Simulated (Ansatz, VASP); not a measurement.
**MoS2: VASP beside Ansatz**

```
CELL_PARAMETERS angstrom
3.17550 0.00000 0.00000
-1.58775 2.75006 0.00000
0.00000 0.00000 12.19213
ATOMIC_POSITIONS crystal
Mo 0.18514 0.66667 0.25000
Mo 0.81486 0.33333 0.75000
S 0.48051 0.66667 0.62050
S 0.51949 0.33333 0.12050
S 0.48051 0.66667 0.87950
S 0.51949 0.33333 0.37950
```

Change from the starting cell: mode 4 frozen in at -0.467 Å, equal normal strain along x, y and z +0.0083.

Alike in both runs: task single point; functional PBE; dispersion D3(BJ); k mesh 12 × 12 × 4; occupations gaussian, width 0.05 eV; no spin polarisation.

|  | VASP | Ansatz |
| --- | --- | --- |
| version | VASP 6.6.1 | Ansatz 0.2.0 |
| potentials or method | VASP PAW PBE potentials, release 64 (Mo_sv, S), cutoff 520 eV | scalar-relativistic, plane waves, PAW |
| valence electrons in the cell | 52 | 52 |

```csv
,VASP,Ansatz,Ansatz less VASP
gap on the k mesh at the Fermi level (eV),0.76,0.75,-0.014
least direct gap on the mesh (eV),1.68,1.67,-0.004
pressure (GPa),-3.1,-3.0,+0.14
"traceless stress, the component that is largest in VASP (GPa)",-0.50,-0.52,-0.018
rms of the force components (eV/Å),0.262,0.257,-0.0058
```

Atom by atom the forces differ by 0.006 eV/Å (rms over components).
